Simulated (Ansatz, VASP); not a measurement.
## One calculation of TiO, two programs

```
Ti O
1.0
     3.03100    0.00000    0.00000
    -1.51550    2.62492    0.00000
     0.00000    0.00000    3.23770
Ti O
1 1
Cartesian
  1.5155 0.8750 0.0000
  0.0000 0.0000 1.6188
```

Alike in both runs: task single point; functional r2SCAN; k mesh 12 × 12 × 12; occupations gaussian, width 0.01 eV; no spin polarisation.

|  | VASP | Ansatz |
| --- | --- | --- |
| version | VASP 6.6.1 | Ansatz 0.2.0 |
| potentials or method | VASP PAW PBE potentials, release 64 (Ti_sv, O), cutoff 520 eV | scalar-relativistic, plane waves, PAW |
| valence electrons in the cell | 18 | 18 |

```csv
,VASP,Ansatz,Ansatz less VASP
gap on the k mesh at the Fermi level (eV),0.17,0.17,+0.002
least direct gap on the mesh (eV),0.17,0.17,+0.002
```

VASP's potentials were made for PBE, not for r2SCAN. With one functional, cell and mesh, what is left measures potentials, basis and numerics.
